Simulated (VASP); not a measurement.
# LiH3 (P31c) in VASP: relaxation of cell and atoms with PBE

Aim: the relaxation of cell and atoms of LiH3 with PBE.

Program: VASP 6.6.1. These are calculated values, not measurements. Logs are shortened: lines on timing, memory, paths and dates and some standing lists are left out, and cuts for length are marked.

**1. The cell of the first run**

Symmetry: P31c, No. 159, trigonal system. Conventional cell: a = 4.662 Å, b = 4.662 Å, c = 3.749 Å, α = 90.00°, β = 90.00°, γ = 120.00°. Within 2.1 Å of Li (site symmetry 3) lie 6 H at 1.55 to 1.97 Å. Within 2.1 Å of H (site symmetry 1) lie 2 Li at 1.55 to 1.97 Å and 4 H at 1.97 to 2.09 Å.

The cell was built from a structure type or drawn by symmetry, and may not be a known phase.

**2. Relaxation of cell and atoms, PBE**

Contents of INCAR:

```
PREC = Accurate ; ENCUT = 600
EDIFF = 1E-6 ; ISMEAR = 0
SIGMA = 0.1 ; LREAL = F
LASPH = T ; NELM = 80
ALGO = Normal ; ISIF = 3
LWAVE = F ; LCHARG = F
GGA = PE ; IBRION = 2
NSW = 90 ; EDIFFG = -0.04
```

Contents of KPOINTS:

```
regular mesh
0
Gamma
  6 6 4
```

Contents of POSCAR:

```
LiH3
1.0
    4.6618315558      0.0000000000      0.0000000000
   -2.3309157779      4.0372645555      0.0000000000
    0.0000000000      0.0000000000      3.7489761158
Li H
2 6
Direct
    0.3333333333      0.6666666667      0.1666666667
    0.6666666667      0.3333333333      0.6666666667
    0.3333333333      0.4080665599      0.4252667734
    0.0747332266      0.6666666667      0.4252667734
    0.5919334401      0.9252667734      0.4252667734
    0.6666666667      0.0747332266      0.9252667734
    0.4080665599      0.3333333333      0.9252667734
    0.9252667734      0.5919334401      0.9252667734
```

Potentials or basis: VASP PAW PBE potentials, release 64 (Li_sv, H).

Started as:

```bash
$ cat potpaw_PBE.64/Li_sv/POTCAR potpaw_PBE.64/H/POTCAR > POTCAR
$ mpirun -np 1 vasp_std > vasp.out
```

OUTCAR:

```text
PREC = Accurate
   ENCUT = 600
   EDIFF = 1E-6
   ISMEAR = 0
   LREAL = F
   LASPH = T
   NELM = 80
   ISIF = 3
   GGA = PE
   IBRION = 2
   NSW = 90
   EDIFFG = -0.04

 ion  position               nearest neighbor table
   1  0.333  0.667  0.167-   4 1.55   5 1.55   3 1.55
   2  0.667  0.333  0.667-   6 1.55   8 1.55   7 1.55
   3  0.333  0.408  0.425-   1 1.55
   4  0.075  0.667  0.425-   1 1.55
   5  0.592  0.925  0.425-   1 1.55
   6  0.667  0.075  0.925-   2 1.55
   7  0.408  0.333  0.925-   2 1.55
   8  0.925  0.592  0.925-   2 1.55

  LATTYP: Found a hexagonal cell.
 ALAT       =     4.6618315558
 C/A-ratio  =     0.8041852373

  Lattice vectors:

 A1 = (   4.6618315558,   0.0000000000,   0.0000000000)
 A2 = (  -2.3309157779,   4.0372645555,   0.0000000000)
 A3 = (   0.0000000000,   0.0000000000,   3.7489761158)

Analysis of symmetry for initial positions (statically):
=====================================================================
 Subroutine PRICEL returns:
 Original cell was already a primitive cell.

 Routine SETGRP: Setting up the symmetry group for a
 hexagonal supercell.

 Subroutine GETGRP returns: Found  6 space group operations
 (whereof  3 operations were pure point group operations)
 out of a pool of 24 trial point group operations.

The static configuration has the point symmetry C_3 .
 The point group associated with its full space group is C_3v.

Analysis of symmetry for dynamics (positions and initial velocities):
=====================================================================
 Subroutine PRICEL returns:
 Original cell was already a primitive cell.

 Routine SETGRP: Setting up the symmetry group for a
 hexagonal supercell.

 Subroutine GETGRP returns: Found  6 space group operations
 (whereof  3 operations were pure point group operations)
 out of a pool of 24 trial point group operations.

The dynamic configuration has the point symmetry C_3 .
 The point group associated with its full space group is C_3v.

 Subroutine INISYM returns: Found  6 space group operations
 (whereof  3 operations are pure point group operations),
 and found     1 'primitive' translations

----------------------------------------------------------------------------------------

                                     Primitive cell

  volume of cell :      70.5597

  direct lattice vectors                    reciprocal lattice vectors
     4.661831556  0.000000000  0.000000000     0.214507965  0.123846231  0.000000000
    -2.330915778  4.037264556  0.000000000     0.000000000  0.247692463  0.000000000
     0.000000000  0.000000000  3.748976116     0.000000000  0.000000000  0.266739496

  length of vectors
     4.661831556  4.661831556  3.748976116     0.247692463  0.247692463  0.266739496

  position of ions in fractional coordinates (direct lattice)
     0.333333333  0.666666667  0.166666667
     0.666666667  0.333333333  0.666666667
     0.333333333  0.408066560  0.425266773
     0.074733227  0.666666667  0.425266773
     0.591933440  0.925266773  0.425266773
     0.666666667  0.074733227  0.925266773
     0.408066560  0.333333333  0.925266773
     0.925266773  0.591933440  0.925266773

  ion indices of the primitive-cell ions
   primitive index   ion index
                 1           1
                 2           2
                 3           3
                 4           4
                 5           5
                 6           6
                 7           7
                 8           8

----------------------------------------------------------------------------------------

 KPOINTS: regular mesh

Automatic generation of k-mesh.
 Grid dimensions read from file:
 generate k-points for:    6    6    4

 Generating k-lattice:

  Cartesian coordinates                     Fractional coordinates (reciprocal lattice)
     0.035751327  0.020641039  0.000000000     0.166666667  0.000000000  0.000000000
     0.000000000  0.041282077  0.000000000     0.000000000  0.166666667  0.000000000
     0.000000000  0.000000000  0.066684874     0.000000000  0.000000000  0.250000000

  Length of vectors
     0.041282077  0.041282077  0.066684874

  Shift w.r.t. Gamma in fractional coordinates (k-lattice)
     0.000000000  0.000000000  0.000000000

 Subroutine IBZKPT returns following result:
 ===========================================

 Found     24 irreducible k-points:

 Following reciprocal coordinates:
            Coordinates               Weight
  0.000000  0.000000  0.000000      1.000000
  0.166667  0.000000  0.000000      6.000000
  0.333333 -0.000000  0.000000      6.000000
  0.500000 -0.000000  0.000000      3.000000
  0.166667  0.166667  0.000000      6.000000
  0.333333  0.166667  0.000000     12.000000
[... 16 lines left out ...]
  0.333333  0.166667  0.500000     12.000000
  0.333333  0.333333  0.500000      2.000000
   k-points           NKPTS =     24   k-points in BZ     NKDIM =     24   number of bands    NBANDS=     11
   number of dos      NEDOS =    301   number of ions     NIONS =      8
   total plane-waves  NPLWV =  48000
   dimension x,y,z NGX =    40 NGY =   40 NGZ =   30
   dimension x,y,z NGXF=    80 NGYF=   80 NGZF=   60
   ions per type =               2   6
   NGX,Y,Z   is equivalent  to a cutoff of  14.26, 14.26, 13.30 a.u.
   NGXF,Y,Z  is equivalent  to a cutoff of  28.53, 28.53, 26.61 a.u.
 SYSTEM =  unknown system
   PREC   = accura    normal or accurate (medium, high low for compatibility)
   ISTART =      0    job   : 0-new  1-cont  2-samecut
   ICHARG =      2    charge: 1-file 2-atom 10-const
   ISPIN  =      1    spin polarized calculation?
   LNONCOLLINEAR =      F non collinear calculations
   LSORBIT =      F    spin-orbit coupling
   LASPH  =      T    aspherical Exc in radial PAW
   ENCUT  =  600.0 eV  44.10 Ry    6.64 a.u.   9.31  9.31  7.49*2*pi/ulx,y,z
   NELM   =     80;   NELMIN=  2; NELMDL= -5     # of ELM steps
   EDIFF  = 0.1E-05   stopping-criterion for ELM
   LREAL  =      F    real-space projection
   EDIFFG = -.4E-01   stopping-criterion for IOM
   NSW    =     90    number of steps for IOM
   IBRION =      2    ionic relax: 0-MD 1-quasi-New 2-CG
   NFREE  =      1    steps in history (QN), initial steepest desc. (CG)
   ISIF   =      3    stress and relaxation
   ISYM   =      2    0-nonsym 1-usesym 2-fastsym
   POTIM  = 0.5000    time-step for ionic-motion
   TEBEG  =    0.0;   TEEND  =   0.0 temperature during run
   PSTRESS=    0.0 pullay stress
   NELECT =      12.0000    total number of electrons
   NUPDOWN=      -1.0000    fix difference up-down
   EMIN   =  10.00;   EMAX   =-10.00  energy-range for DOS
   EFERMI =   0.00;   METHOD = LEGACY
   ISMEAR =     0;   SIGMA  =   0.10  broadening in eV -4-tet -1-fermi 0-gaus
   EFERMI_NEDOS =   21; number of points for ismear=-14 and -15
   IALGO  =     38    algorithm
   IMIX   =      4    mixing-type and parameters
     AMIX     =   0.40;   BMIX     =  1.00
     AMIX_MAG =   1.60;   BMIX_MAG =  1.00
  volume/ion in A,a.u.               =       8.82        59.52
  Fermi-wavevector in a.u.,A,eV,Ry     =   0.907019  1.714018 11.193290  0.822684
  Thomas-Fermi vector in A             =   2.030776
   LORBIT       =      0    0 simple, 1 ext, 2 COOP (PROOUT), +10 PAW based schemes
   GGA     = PE    functional components
   LHFCALC =     F    Hartree Fock is set to
   AEXX    =    0.0000 exact exchange contribution
   IVDW    =     0    specifies the selected vdW correction
   LEPSILON=     F    determine dielectric tensor
   LRPA    =     F    only Hartree local field effects (RPA)
 conjugate gradient relaxation of ions
 non-spin polarized calculation
 Gauss-broadening in eV      SIGMA  =   0.10
  energy-cutoff  :      600.00
  volume of cell :       70.56
 maximum number of plane-waves:      2370
 NGX is ok and might be reduce to    40
   NGX = 19   NGY = 19   NGZ = 15

--------------------------------------- Ionic step        1  -------------------------------------------

 number of electron      12.0000004 magnetization

 Free energy of the ion-electron system (eV)
  ---------------------------------------------------
  ext. energy  EPLUGINS =         0.00000000
  ---------------------------------------------------
  free energy    TOTEN  =       -17.28490253 eV

  energy without entropy =      -17.26337036  energy(sigma->0) =      -17.27413645

------------------------ aborting loop because EDIFF is reached ----------------------------------------

  FORCE on cell =-STRESS in cart. coord.  units (eV):
  Direction    XX          YY          ZZ          XY          YZ          ZX
  --------------------------------------------------------------------------------------
  -------------------------------------------------------------------------------------
  Total        2.0495886      2.0495886     -4.1370535      0.0000000      0.0000000     -0.0000000
  in kB       46.5394034     46.5394034    -93.9388535      0.0000000      0.0000000     -0.0000000
  external PRESSURE =      -0.2866822 kB  Pullay stress =       0.0000000 kB
[... 107 lines left out ...]
  FREE ENERGIE OF THE ION-ELECTRON SYSTEM (eV)
  ---------------------------------------------------
  free  energy   TOTEN  =       -19.7715637115 eV

  energy  without entropy=      -19.7685882350  energy(sigma->0) =      -19.77007597

 E-fermi :  -0.1350     XC(G=0):  -7.4734

 val. band max:       -0.2042484793   @ k =   0.3333  -0.0000   0.2500
 cond. band min:       0.1458247643   @ k =   0.3333   0.1667   0.2500
 fundamental gap:      0.3500732436
 Fermi energy:        -0.1350135817

 k-point     1 :       0.0000    0.0000    0.0000
  band No.  band energies     occupation
      1     -46.2687      2.00000
      2     -46.2588      2.00000
      3      -8.1019      2.00000
      4      -5.7795      2.00000
      5      -5.7795      2.00000
      6       2.5790      0.00000
      7       2.5790      0.00000
      8       3.1733      0.00000
      9       4.8073      0.00000
     10       5.1426      0.00000
     11       5.1426      0.00000
[... 309 lines left out ...]
 k-point    24 :       0.3333    0.3333    0.5000
  band No.  band energies     occupation
      1     -46.2595      2.00000
      2     -46.2595      2.00000
      3      -3.8683      2.00000
      4      -3.8683      2.00000
      5      -3.2255      2.00000
      6      -3.2248      2.00000
      7      -2.9927      2.00000
      8      -2.9927      2.00000
      9       5.4241      0.00000
     10       5.4241      0.00000
     11       7.3659      0.00000

[... ionic steps 4 to 9 ...]

--------------------------------------- Ionic step       10  -------------------------------------------

 number of electron      11.9999991 magnetization

------------------------ aborting loop because EDIFF is reached ----------------------------------------
[... 79 lines left out ...]
--------------------------------------- Ionic step       12  -------------------------------------------

 number of electron      11.9999993 magnetization

 Free energy of the ion-electron system (eV)
  ---------------------------------------------------
  ext. energy  EPLUGINS =         0.00000000
  ---------------------------------------------------
  free energy    TOTEN  =       -22.25404071 eV

  energy without entropy =      -22.24600739  energy(sigma->0) =      -22.25002405

 E-fermi :   2.1717     XC(G=0):  -7.9145

 val. band max:        2.1458590781   @ k =   0.1667   0.0000   0.0000
 cond. band min:       2.2650278420   @ k =   0.1667   0.1667   0.0000
 fundamental gap:      0.1191687639
 Fermi energy:         2.1716945827

 k-point     1 :       0.0000    0.0000    0.0000
  band No.  band energies     occupation
      1     -46.1138      2.00000
      2     -46.1036      2.00000
      3      -9.0843      2.00000
      4      -7.5721      2.00000
      5      -7.5721      2.00000
      6       2.0153      1.97302
      7       2.0153      1.97301
      8       4.2827      0.00000
      9       4.9558      0.00000
     10       8.7413      0.00000
     11      12.2487      0.00000
[... 355 lines left out ...]
  FREE ENERGIE OF THE ION-ELECTRON SYSTEM (eV)
  ---------------------------------------------------
  free  energy   TOTEN  =       -22.2540407100 eV

  energy  without entropy=      -22.2460073926  energy(sigma->0) =      -22.25002405

 reached required accuracy - stopping structural energy minimisation
```

Wall time 2.7 min (1 thread of Intel Xeon Platinum 8259CL at 2.50GHz (Skylake/Cascade Lake), shared host); peak memory 0.2 GiB.

What came out:

* Free energy: -22.2540 eV
* Relaxed volume: 7.32 Å³/atom
* Relaxed cell: a = 5.306 Å, b = 5.306 Å, c = 2.401 Å, α = 90.00°, β = 90.00°, γ = 120.00°
* Space group after relaxing (to 0.1 Å): P31c (No. 159)
* Energy gained by relaxing: 621.1 meV/atom
* Ionic steps: 12
* Pressure after relaxing: -0.1 GPa
* Largest force after relaxing: 0.020 eV/Å
* Band gap on the k mesh: zero (bands 6 and 7 overlap by 5.43 eV)

Forces in eV/Å, atoms in the order of the input:
```
Li   0.000  0.000  0.010
Li   0.000  0.000  0.010
H   -0.010  0.018 -0.003
H    0.020  0.000 -0.003
H   -0.010 -0.017 -0.003
H   -0.010  0.017 -0.003
H    0.020  0.000 -0.003
H   -0.010 -0.018 -0.003
```

The path:
```
step  energy change (eV)  largest force (eV/Å)  pressure (GPa)  volume (Å³)
   1              0.0000                2.7979           -0.03        70.56
   2             -1.2819                1.2745           -3.46        70.51
   3             -2.4867                0.2043           -5.60        70.26
   4             -3.1710                1.2865           -3.94        69.11
   5             -4.4826                0.5826           -3.54        65.13
   6             -4.6180                0.3654           -3.33        63.85
   7             -4.9496                0.0766           -1.86        61.01
   8             -4.9428                0.1517           -0.82        60.27
   9             -4.9527                0.0975           -1.59        60.81
  10             -4.9644                0.0445           -0.66        59.52
  11             -4.9656                0.0303           -0.25        58.99
  12             -4.9691                0.0204           -0.13        58.52
```

Final structure:
```
CELL_PARAMETERS angstrom
5.30558 0.00000 0.00000
-2.65279 4.59477 0.00000
0.00000 0.00000 2.40058
ATOMIC_POSITIONS crystal
Li 0.33333 0.66667 0.81745
Li 0.66667 0.33333 0.31745
H 0.32825 0.32953 0.54167
H 0.00128 0.67175 0.54167
H 0.67047 0.99872 0.54167
H 0.67175 0.00128 0.04167
H 0.32953 0.32825 0.04167
H 0.99872 0.67047 0.04167
```

Caveat: the k points lie up to 0.65 Å⁻¹ apart in the final cell, too coarse for converged energies and pressures of a metal; the cutoff is under 1.25 times the usual one of these potentials, so pressure, stress and relaxed cells hold a basis-set (Pulay) error; the volume moved by over 15 % at a fixed basis, so the end points are rough.
